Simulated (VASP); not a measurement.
# NiO (Fm-3m) in VASP: notebook

NiO is run at these levels: LDA+U; tasks: single point.

Program: VASP 6.6.1. These are calculated values, not measurements. Logs are shortened: lines on timing, memory, paths and dates and some standing lists are left out, and cuts for length are marked.

## Step 1: The cell of the first run

It takes space group Fm-3m (No. 225, cubic). Conventional cell: a = 4.183 Å, b = 4.183 Å, c = 4.183 Å, α = 90.00°, β = 90.00°, γ = 90.00°. Within 2.8 Å of Ni (site symmetry m-3m) lie 6 O at 2.09 Å. O (site symmetry m-3m) has 6 Ni at 2.09 Å within 2.8 Å.

## Step 2: Single point, LDA+U, collinear spin, ferromagnetic start

INCAR

```
PREC = Accurate ; ENCUT = 700
EDIFF = 1E-6 ; ISMEAR = 0
SIGMA = 0.05 ; LREAL = False
LASPH = True ; NELM = 200
ALGO = Normal ; ISIF = 2
LWAVE = False ; LCHARG = False
ISPIN = 2 ; MAGMOM = 1.85 0.26
LORBIT = 11 ; NUPDOWN = 2.0
LMAXMIX = 4 ; LDAU = True
LDAUTYPE = 1 ; LDAUL = 2 -1
LDAUU = 6 0 ; LDAUJ = 0.9 0
LDAUPRINT = 1 ; NBANDS = 23
GGA_COMPAT = False
```

KPOINTS

```
Automatic mesh
0
Gamma
  8 8 8
```

POSCAR

```
NiO
1.0
    0.0000000000      2.0913095100      2.0913095100
    2.0913095100      0.0000000000      2.0913095100
    2.0913095100      2.0913095100      0.0000000000
Ni O
1 1
Direct
    0.0000000000      0.0000000000      0.0000000000
    0.5000000000      0.5000000000      0.5000000000
```

Potentials or basis: VASP PAW LDA potentials, release 64 (Ni_sv_GW, O).

The run is started by

```bash
> cat potpaw_LDA.64/Ni_sv_GW/POTCAR potpaw_LDA.64/O/POTCAR > POTCAR
> mpirun -np 1 vasp_std > vasp.out
```

OUTCAR:

```text
PREC = Accurate
   ENCUT = 700
   EDIFF = 1E-6
   ISMEAR = 0
   LREAL = False
   LASPH = True
   NELM = 200
   ISIF = 2
   ISPIN = 2
   LORBIT = 11
   NUPDOWN = 2.0

 ion  position               nearest neighbor table
   1  0.000  0.000  0.000-   2 2.09   2 2.09   2 2.09   2 2.09   2 2.09   2 2.09
   2  0.500  0.500  0.500-   1 2.09   1 2.09   1 2.09   1 2.09   1 2.09   1 2.09

  LATTYP: Found a face centered cubic cell.
 ALAT       =     4.1826190200

  Lattice vectors:

 A1 = (   0.0000000000,   2.0913095100,   2.0913095100)
 A2 = (   2.0913095100,   0.0000000000,   2.0913095100)
 A3 = (   2.0913095100,   2.0913095100,   0.0000000000)

Analysis of symmetry for initial positions (statically):
=====================================================================
 Subroutine PRICEL returns:
 Original cell was already a primitive cell.

 Routine SETGRP: Setting up the symmetry group for a
 face centered cubic supercell.

 Subroutine GETGRP returns: Found 48 space group operations
 (whereof 48 operations were pure point group operations)
 out of a pool of 48 trial point group operations.

The static configuration has the point symmetry O_h .

Analysis of symmetry for dynamics (positions and initial velocities):
=====================================================================
 Subroutine PRICEL returns:
 Original cell was already a primitive cell.

 Routine SETGRP: Setting up the symmetry group for a
 face centered cubic supercell.

 Subroutine GETGRP returns: Found 48 space group operations
 (whereof 48 operations were pure point group operations)
 out of a pool of 48 trial point group operations.

The dynamic configuration has the point symmetry O_h .

Analysis of structural, dynamic, and magnetic symmetry:
=====================================================================
 Subroutine PRICEL returns:
 Original cell was already a primitive cell.

 Routine SETGRP: Setting up the symmetry group for a
 face centered cubic supercell.

 Subroutine GETGRP returns: Found 48 space group operations
 (whereof 48 operations were pure point group operations)
 out of a pool of 48 trial point group operations.

The overall configuration has the point symmetry O_h .

 Subroutine INISYM returns: Found 48 space group operations
 (whereof 48 operations are pure point group operations),
 and found     1 'primitive' translations

----------------------------------------------------------------------------------------

                                     Primitive cell

  volume of cell :      18.2930

  direct lattice vectors                    reciprocal lattice vectors
     0.000000000  2.091309510  2.091309510    -0.239084649  0.239084649  0.239084649
     2.091309510  0.000000000  2.091309510     0.239084649 -0.239084649  0.239084649
     2.091309510  2.091309510  0.000000000     0.239084649  0.239084649 -0.239084649

  length of vectors
     2.957558272  2.957558272  2.957558272     0.414106759  0.414106759  0.414106759

  position of ions in fractional coordinates (direct lattice)
     0.000000000  0.000000000  0.000000000
     0.500000000  0.500000000  0.500000000

  ion indices of the primitive-cell ions
   primitive index   ion index
                 1           1
                 2           2

----------------------------------------------------------------------------------------

 KPOINTS: Automatic mesh

Automatic generation of k-mesh.
 Grid dimensions read from file:
 generate k-points for:    8    8    8

 Generating k-lattice:

  Cartesian coordinates                     Fractional coordinates (reciprocal lattice)
    -0.029885581  0.029885581  0.029885581     0.125000000  0.000000000  0.000000000
     0.029885581 -0.029885581  0.029885581     0.000000000  0.125000000  0.000000000
     0.029885581  0.029885581 -0.029885581     0.000000000  0.000000000  0.125000000

  Length of vectors
     0.051763345  0.051763345  0.051763345

  Shift w.r.t. Gamma in fractional coordinates (k-lattice)
     0.000000000  0.000000000  0.000000000

 Subroutine IBZKPT returns following result:
 ===========================================

 Found     29 irreducible k-points:

 Following reciprocal coordinates:
            Coordinates               Weight
  0.000000  0.000000  0.000000      1.000000
  0.125000  0.000000  0.000000      8.000000
  0.250000  0.000000  0.000000      8.000000
  0.375000  0.000000  0.000000      8.000000
  0.500000  0.000000  0.000000      4.000000
  0.125000  0.125000  0.000000      6.000000
[... 16 lines left out ...]
  0.500000  0.250000  0.125000     48.000000
 -0.375000  0.250000  0.125000     24.000000
 [... further k-points ...]
   k-points           NKPTS =     29   k-points in BZ     NKDIM =     29   number of bands    NBANDS=     23
   number of dos      NEDOS =    301   number of ions     NIONS =      2
   total plane-waves  NPLWV =  21952
   dimension x,y,z NGX =    28 NGY =   28 NGZ =   28
   dimension x,y,z NGXF=    56 NGYF=   56 NGZF=   56
   ions per type =               1   1
   NGX,Y,Z   is equivalent  to a cutoff of  15.74, 15.74, 15.74 a.u.
   NGXF,Y,Z  is equivalent  to a cutoff of  31.48, 31.48, 31.48 a.u.
 SYSTEM =  unknown system
   PREC   = accura    normal or accurate (medium, high low for compatibility)
   ISTART =      0    job   : 0-new  1-cont  2-samecut
   ICHARG =      2    charge: 1-file 2-atom 10-const
   ISPIN  =      2    spin polarized calculation?
   LNONCOLLINEAR =      F non collinear calculations
   LSORBIT =      F    spin-orbit coupling
   LASPH  =      T    aspherical Exc in radial PAW
   ENCUT  =  700.0 eV  51.45 Ry    7.17 a.u.   6.38  6.38  6.38*2*pi/ulx,y,z
   NELM   =    200;   NELMIN=  2; NELMDL= -5     # of ELM steps
   EDIFF  = 0.1E-05   stopping-criterion for ELM
   LREAL  =      F    real-space projection
   EDIFFG = 0.1E-04   stopping-criterion for IOM
   NSW    =      0    number of steps for IOM
   IBRION =     -1    ionic relax: 0-MD 1-quasi-New 2-CG
   NFREE  =      0    steps in history (QN), initial steepest desc. (CG)
   ISIF   =      2    stress and relaxation
   ISYM   =      2    0-nonsym 1-usesym 2-fastsym
   POTIM  = 0.5000    time-step for ionic-motion
   TEBEG  =    0.0;   TEEND  =   0.0 temperature during run
   PSTRESS=    0.0 pullay stress
   NELECT =      24.0000    total number of electrons
   NUPDOWN=       2.0000    fix difference up-down
   EMIN   =  10.00;   EMAX   =-10.00  energy-range for DOS
   EFERMI =   0.00;   METHOD = LEGACY
   ISMEAR =     0;   SIGMA  =   0.05  broadening in eV -4-tet -1-fermi 0-gaus
   EFERMI_NEDOS =   21; number of points for ismear=-14 and -15
   IALGO  =     38    algorithm
   IMIX   =      4    mixing-type and parameters
     AMIX     =   0.40;   BMIX     =  1.00
     AMIX_MAG =   1.60;   BMIX_MAG =  1.00
  volume/ion in A,a.u.               =       9.15        61.72
  Fermi-wavevector in a.u.,A,eV,Ry     =   1.792188  3.386745 43.701074  3.211938
  Thomas-Fermi vector in A             =   2.854603
   LORBIT       =     11    0 simple, 1 ext, 2 COOP (PROOUT), +10 PAW based schemes
 LDA+U is selected, type is set to LDAUTYPE =  1
   angular momentum for each species LDAUL =     2   -1
   U (eV)           for each species LDAUU =   6.0  0.0
   J (eV)           for each species LDAUJ =   0.9  0.0
   GGA     = CA    functional components
   LHFCALC =     F    Hartree Fock is set to
   AEXX    =    0.0000 exact exchange contribution
   IVDW    =     0    specifies the selected vdW correction
   LEPSILON=     F    determine dielectric tensor
   LRPA    =     F    only Hartree local field effects (RPA)
 spin polarized calculation
 Gauss-broadening in eV      SIGMA  =   0.05
  energy-cutoff  :      700.00
  volume of cell :       18.29
 maximum number of plane-waves:       783
 NGX is ok and might be reduce to    28
   NGX = 13   NGY = 13   NGZ = 13

atom =   1  type =  1  l = 2

 onsite density matrix

spin component  1

  0.9337  0.0000  0.0000 -0.0000 -0.0000
  0.0000  0.9337  0.0000 -0.0000 -0.0000
  0.0000  0.0000  0.9680  0.0000 -0.0000
 -0.0000 -0.0000  0.0000  0.9337  0.0000
 -0.0000 -0.0000 -0.0000  0.0000  0.9680

spin component  2

  0.9275  0.0000 -0.0000 -0.0000  0.0000
  0.0000  0.9275 -0.0000 -0.0000  0.0000
 -0.0000 -0.0000  0.1161 -0.0000 -0.0000
 -0.0000 -0.0000 -0.0000  0.9275  0.0000
  0.0000  0.0000 -0.0000  0.0000  0.1161

 occupancies and eigenvectors

  o =  0.1161  v =  0.0000  0.0000  0.0000  0.0000  0.0000  0.0000 -0.0000 -0.1737 -0.0000 -0.9848      0.0000  0.0000  0.0000  0.0000  0.0000  0.0000  0.0000  0.0000  0.0000  0.0000
  o =  0.1161  v =  0.0000  0.0000  0.0000  0.0000  0.0000  0.0000  0.0000  0.9848  0.0000 -0.1737      0.0000  0.0000  0.0000  0.0000  0.0000  0.0000  0.0000  0.0000  0.0000  0.0000
  o =  0.9275  v =  0.0000  0.0000  0.0000  0.0000  0.0000  0.0000  0.9969 -0.0000 -0.0789 -0.0000      0.0000  0.0000  0.0000  0.0000  0.0000  0.0000  0.0000  0.0000  0.0000  0.0000
  o =  0.9275  v =  0.0000  0.0000  0.0000  0.0000  0.0000  0.0000  0.0789 -0.0000  0.9969 -0.0000      0.0000  0.0000  0.0000  0.0000  0.0000  0.0000  0.0000  0.0000  0.0000  0.0000
  o =  0.9275  v =  0.0000  0.0000  0.0000  0.0000  0.0000  1.0000  0.0000  0.0000  0.0000  0.0000      0.0000  0.0000  0.0000  0.0000  0.0000  0.0000  0.0000  0.0000  0.0000  0.0000
  o =  0.9337  v =  0.0000  0.9782  0.0000  0.2075 -0.0000  0.0000  0.0000  0.0000  0.0000  0.0000      0.0000  0.0000  0.0000  0.0000  0.0000  0.0000  0.0000  0.0000  0.0000  0.0000
  o =  0.9337  v =  0.0000  0.2075  0.0000 -0.9782  0.0000  0.0000  0.0000  0.0000  0.0000  0.0000      0.0000  0.0000  0.0000  0.0000  0.0000  0.0000  0.0000  0.0000  0.0000  0.0000
  o =  0.9337  v =  1.0000  0.0000  0.0000  0.0000  0.0000  0.0000  0.0000  0.0000  0.0000  0.0000      0.0000  0.0000  0.0000  0.0000  0.0000  0.0000  0.0000  0.0000  0.0000  0.0000
  o =  0.9680  v =  0.0000  0.0000 -0.9526  0.0000  0.3042  0.0000  0.0000  0.0000  0.0000  0.0000      0.0000  0.0000  0.0000  0.0000  0.0000  0.0000  0.0000  0.0000  0.0000  0.0000
  o =  0.9680  v =  0.0000 -0.0000 -0.3042 -0.0000 -0.9526  0.0000  0.0000  0.0000  0.0000  0.0000      0.0000  0.0000  0.0000  0.0000  0.0000  0.0000  0.0000  0.0000  0.0000  0.0000

 number of electron      24.0000000 magnetization       1.9999933

 Free energy of the ion-electron system (eV)
  ---------------------------------------------------
  ext. energy  EPLUGINS =         0.00000000
  ---------------------------------------------------
  free energy    TOTEN  =       -12.23451811 eV

  energy without entropy =      -12.23451811  energy(sigma->0) =      -12.23451811

 E-fermi :   4.9824     XC(G=0): -13.5446

 val. band max:        5.9384853658   @ k =   0.5000   0.0000   0.0000
 cond. band min:       7.7434768979   @ k =   0.0000   0.0000   0.0000
 fundamental gap:      1.8049915321
 Fermi energy:         6.5152305346

 spin component 1

 k-point     1 :       0.0000    0.0000    0.0000
  band No.  band energies     occupation
      1     -97.0092      1.00000
      2     -57.9811      1.00000
      3     -57.9811      1.00000
      4     -57.9811      1.00000
      5     -13.1555      1.00000
      6       0.5656      1.00000
[... 613 lines left out ...]
     22      36.4077      0.00000
     23      37.0705      0.00000

 [... further k-points ...]

 spin component 2

 k-point     1 :       0.0000    0.0000    0.0000
  band No.  band energies     occupation
      1     -94.9947      1.00000
      2     -56.0265      1.00000
      3     -56.0265      1.00000
      4     -56.0265      1.00000
      5     -12.8080      1.00000
      6       2.6070      1.00000
[... 613 lines left out ...]
     22      37.2991      0.00000
     23      38.1436      0.00000

 [... further k-points ...]

------------------------ aborting loop because EDIFF is reached ----------------------------------------

  FORCE on cell =-STRESS in cart. coord.  units (eV):
  Direction    XX          YY          ZZ          XY          YZ          ZX
  --------------------------------------------------------------------------------------
  -------------------------------------------------------------------------------------
  Total       -1.0253358     -1.0253358     -1.0253358     -0.0000000     -0.0000000      0.0000000
  in kB      -89.8031879    -89.8031879    -89.8031879     -0.0000000     -0.0000000      0.0000000
  external PRESSURE =     -89.8031879 kB  Pullay stress =       0.0000000 kB

 VOLUME and BASIS-vectors are now :
 -----------------------------------------------------------------------------
  energy-cutoff  :      700.00
  volume of cell :       18.29
      direct lattice vectors                 reciprocal lattice vectors
     0.000000000  2.091309510  2.091309510    -0.239084649  0.239084649  0.239084649
     2.091309510  0.000000000  2.091309510     0.239084649 -0.239084649  0.239084649
     2.091309510  2.091309510  0.000000000     0.239084649  0.239084649 -0.239084649

 POSITION                                       TOTAL-FORCE (eV/Angst)
 -----------------------------------------------------------------------------------
      0.00000      0.00000      0.00000         0.000000      0.000000      0.000000
      2.09131      2.09131      2.09131        -0.000000      0.000000     -0.000000
 -----------------------------------------------------------------------------------
    total drift:                                0.000000      0.000000      0.000000

  FREE ENERGIE OF THE ION-ELECTRON SYSTEM (eV)
  ---------------------------------------------------
  free  energy   TOTEN  =       -12.2345181112 eV

  energy  without entropy=      -12.2345181112  energy(sigma->0) =      -12.23451811

 total charge

# of ion       s       p       d       f       tot
--------------------------------------------------
    1        2.163   6.231   7.725   0.010  16.129
    2        1.531   3.464   0.000   0.000   4.995
--------------------------------------------------
tot          3.694   9.696   7.725   0.010  21.124

 magnetization (x)

# of ion       s       p       d       f       tot
--------------------------------------------------
    1        0.008   0.012   1.720   0.001   1.741
    2        0.024   0.185   0.000   0.000   0.209
--------------------------------------------------
tot          0.033   0.197   1.720   0.001   1.950
```

Run time: 32 s. Hardware: 1 thread of Intel Xeon Platinum 8488C (Sapphire Rapids), shared host; peak memory 0.18 GiB.

What came out:

* Free energy: -12.2345 eV
* Pressure: -9.0 GPa
* Net moment: 2.00 μB per cell
* Site moments: Ni +1.74; O +0.21 μB
* Valence electrons inside the program's atomic spheres: Ni 16.13; O 5.00

Eigenvalues of the final occupation matrices:
| site | spin | trace | eigenvalues |
| --- | --- | --- | --- |
| site 1 d | 1 | 4.74 | 0.93 0.93 0.93 0.97 0.97 |
| site 1 d | 2 | 3.01 | 0.12 0.12 0.93 0.93 0.93 |

Caveat: the cell stands under tension; the total moment is fixed, so each spin has its own Fermi level and the state may be an excited one; a cell with one magnetic atom can't hold antiferromagnetic order, which such compounds often take. The state reached can hang on the start; a lower one may exist.

## Step 3: Single point, LDA+U, collinear spin, ferromagnetic start

INCAR

```
ALGO = Normal ; EDIFF = 1E-6
ENCUT = 700 ; GGA_COMPAT = False
ISIF = 2 ; ISMEAR = 0
ISPIN = 2 ; LASPH = True
LCHARG = False ; LDAU = True
LDAUJ = 0.9 0 ; LDAUL = 2 -1
LDAUPRINT = 1 ; LDAUTYPE = 1
LDAUU = 6 0 ; LMAXMIX = 4
LORBIT = 11 ; LREAL = False
LWAVE = False ; MAGMOM = 1 0
NBANDS = 23 ; NELM = 200
NUPDOWN = 1.0 ; PREC = Accurate
SIGMA = 0.05
```

KPOINTS

```
k-points
0
Gamma
  8 8 8
```

POSCAR is that of step 2.

Potentials or basis: VASP PAW LDA potentials, release 64 (Ni_sv_GW, O).

The run is started by

```bash
> cat potpaw_LDA.64/Ni_sv_GW/POTCAR potpaw_LDA.64/O/POTCAR > POTCAR
> mpirun -np 1 vasp_std > vasp.out
```

Run time: 25 s. Hardware: 1 thread of Intel Xeon 6975P-C (Granite Rapids), shared host; peak memory 0.18 GiB.

The run converged. Its results:

```yaml
Free_energy: -11.0819 eV
Pressure: -17.6 GPa
Net_moment: 1.00 μB per cell
Site_moments: Ni +1.03; O -0.03 μB
Valence_electrons_inside_the_program's_atomic_spheres: Ni 16.23; O 4.92
```

Eigenvalues of the final occupation matrices:
```tsv
site	spin	trace	eigenvalues
site 1 d	1	4.46	0.84 0.84 0.92 0.92 0.92
site 1 d	2	3.44	0.34 0.34 0.92 0.92 0.92
```

Caveat: the cell stands under tension; the total moment is fixed, so each spin has its own Fermi level and the state may be an excited one; a cell with one magnetic atom can't hold antiferromagnetic order, which such compounds often take. The state reached can hang on the start; a lower one may exist.
